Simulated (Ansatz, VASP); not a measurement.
Two plane-wave programs on ZnO2

File INCAR:

```
SYSTEM = ZnO2
  PREC = Accurate
  ENCUT = 520
  EDIFF = 1E-6
  ISMEAR = 0
  SIGMA = 0.05
  LREAL = .FALSE.
  LASPH = .TRUE.
  NELM = 80
  ALGO = Normal
  ISIF = 2
  LWAVE = .FALSE.
  LCHARG = .FALSE.
  GGA = PS
  NBANDS = 60
```

Contents of KPOINTS:

```
regular mesh
0
G
  6 6 6
  0 0 0
```

POSCAR

```
ZnO2
1.0
    4.8687926729      0.0000000000      0.0000000000
    0.0000000000      4.8687926729      0.0000000000
    0.0000000000      0.0000000000      4.8687926729
Zn O
4 8
Direct
    0.0000000000      0.5000000000      0.5000000000
    0.5000000000      0.5000000000      0.0000000000
    0.5000000000      0.0000000000      0.5000000000
    0.0000000000      0.0000000000      0.0000000000
    0.4124792396      0.0875207604      0.9124792396
    0.0875207604      0.9124792396      0.4124792396
    0.9124792396      0.4124792396      0.0875207604
    0.5875207604      0.5875207604      0.5875207604
    0.4124792396      0.4124792396      0.4124792396
    0.0875207604      0.5875207604      0.9124792396
    0.9124792396      0.0875207604      0.5875207604
    0.5875207604      0.9124792396      0.0875207604
```

Input for Ansatz:

```yaml
crystal:
  lattice:
    - [4.8687926729, 0.0, 0.0]
    - [0.0, 4.8687926729, 0.0]
    - [0.0, 0.0, 4.8687926729]
  atoms:
    - { symbol: Zn, position: [0.0, 0.5, 0.5] }
    - { symbol: Zn, position: [0.5, 0.5, 0.0] }
    - { symbol: Zn, position: [0.5, 0.0, 0.5] }
    - { symbol: Zn, position: [0.0, 0.0, 0.0] }
    - { symbol: O, position: [0.4124792396, 0.0875207604, 0.9124792396] }
    - { symbol: O, position: [0.0875207604, 0.9124792396, 0.4124792396] }
    - { symbol: O, position: [0.9124792396, 0.4124792396, 0.0875207604] }
    - { symbol: O, position: [0.5875207604, 0.5875207604, 0.5875207604] }
    - { symbol: O, position: [0.4124792396, 0.4124792396, 0.4124792396] }
    - { symbol: O, position: [0.0875207604, 0.5875207604, 0.9124792396] }
    - { symbol: O, position: [0.9124792396, 0.0875207604, 0.5875207604] }
    - { symbol: O, position: [0.5875207604, 0.9124792396, 0.0875207604] }
basis:
  ecutwfc: 420
kpoints:
  mp_grid: { grid: [6, 6, 6] }
hamiltonian:
  xc: pbesol
scf:
  occupations: { method: gaussian, width: 0.05 }
output:
  forces: true
  stress: true
  eigenvalues: true
  write_density: true
  write_potential: true
  elf: true
  volumetric_format: npy
```

Alike in both runs: task single point; functional PBEsol; k mesh 6 × 6 × 6; occupations gaussian, width 0.05 eV; no spin polarisation.

|  | VASP | Ansatz |
| --- | --- | --- |
| version | VASP 6.6.1 | Ansatz 0.2.0 |
| potentials or method | VASP PAW PBE potentials, release 64 (Zn, O), cutoff 520 eV | scalar-relativistic, plane waves, PAW |
| valence electrons in the cell | 96 | 96 |

Ansatz gave:

```
gap on the k mesh at the Fermi level (eV) : 2.23
least direct gap on the mesh (eV)         : 2.38
pressure (GPa)                            : 0.0
rms of the force components (eV/Å)        : 0.000
```

Q: What did VASP give for the same quantities?

A: gap on the k mesh at the Fermi level (eV): 2.20; least direct gap on the mesh (eV): 2.35; pressure (GPa): 1.1; rms of the force components (eV/Å): 0.080.

VASP's potentials were made for PBE, not for PBEsol. Atom by atom the forces differ by 0.080 eV/Å (rms over components). The functional is the same, so the differences come from potentials, cutoffs and numerics.
